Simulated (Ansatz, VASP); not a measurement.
RbAs8 in VASP and in Ansatz

Contents of INCAR:

```
ALGO     = Normal         # electronic algorithm
EDIFF    = 1E-6           # SCF threshold, eV
ENCUT    = 520            # plane-wave cutoff, eV
GGA      = PE             # functional
ISIF     = 2              # what is computed and relaxed
ISMEAR   = 0              # smearing method
IVDW     = 12             # dispersion correction
LASPH    = T              # aspherical terms in the spheres
LCHARG   = T              # write CHGCAR
LELF     = T              # ELF
LREAL    = F              # projectors in reciprocal space
LVHAR    = T            
LWAVE    = F              # write WAVECAR
NBANDS   = 34             # bands
NELM     = 100            # most SCF steps
PREC     = Accurate       # precision mode
SIGMA    = 0.1            # smearing width, eV
```

The input KPOINTS:

```
k-points
0
Gamma
  3 3 4
```

The input POSCAR:

```
RbAs8
1.0
    7.6770576100      0.0000000000      0.0000000000
   -3.8385288000      6.6485269100      0.0000000000
    0.0000000000      0.0000000000      5.4526530500
Rb As
1 8
Direct
    0.0000000000      0.0000000000      0.5000000000
    0.3333333300      0.6666666700      0.1156940500
    0.3333333300      0.1666666700      0.1156940500
    0.8333333300      0.6666666700      0.1156940500
    0.8333333300      0.1666666700      0.1156940500
    0.1666666700      0.8333333300      0.8843059500
    0.1666666700      0.3333333300      0.8843059500
    0.6666666700      0.8333333300      0.8843059500
    0.6666666700      0.3333333300      0.8843059500
```

Input for Ansatz:

```yaml
crystal:
  lattice:
    - [7.67705761, 0.0, 0.0]
    - [-3.8385288, 6.64852691, 0.0]
    - [0.0, 0.0, 5.45265305]
  atoms:
    - { symbol: Rb, position: [0.0, 0.0, 0.5] }
    - { symbol: As, position: [0.33333333, 0.66666667, 0.11569405] }
    - { symbol: As, position: [0.33333333, 0.16666667, 0.11569405] }
    - { symbol: As, position: [0.83333333, 0.66666667, 0.11569405] }
    - { symbol: As, position: [0.83333333, 0.16666667, 0.11569405] }
    - { symbol: As, position: [0.16666667, 0.83333333, 0.88430595] }
    - { symbol: As, position: [0.16666667, 0.33333333, 0.88430595] }
    - { symbol: As, position: [0.66666667, 0.83333333, 0.88430595] }
    - { symbol: As, position: [0.66666667, 0.33333333, 0.88430595] }
basis:
  ecutwfc: 420
kpoints:
  mp_grid: { grid: [3, 3, 4] }
hamiltonian:
  xc: pbe
  dispersion: d3bj
scf:
  occupations: { method: gaussian, width: 0.1 }
  lower_state_search: "off"
output:
  forces: true
  stress: true
  eigenvalues: true
```

Alike in both runs: task single point; functional PBE; dispersion D3(BJ); k mesh 3 × 3 × 4; occupations gaussian, width 0.1 eV; no spin polarisation.

|  | VASP | Ansatz |
| --- | --- | --- |
| version | VASP 6.6.1 | Ansatz 0.2.0 |
| potentials or method | VASP PAW PBE potentials, release 64 (Rb_sv, As), cutoff 520 eV | scalar-relativistic, plane waves, PAW |
| valence electrons in the cell | 49 | 129 |

|  | VASP | Ansatz | Ansatz less VASP |
| --- | --- | --- | --- |
| gap on the k mesh at the Fermi level (eV) | none | none | - |
| pressure (GPa) | -0.2 | -0.3 | -0.19 |
| traceless stress, the component that is largest in VASP (GPa) | 3.39 | 3.37 | -0.020 |
| rms of the force components (eV/Å) | 0.358 | 0.360 | +0.0029 |

Atom by atom the forces differ by 0.028 eV/Å (rms over components). A gap of «none» marks a metal or a gap that the smearing closes. VASP's potentials hold 49 valence electrons a cell and Ansatz's 129, so a difference there can come from the potentials and not from the codes.
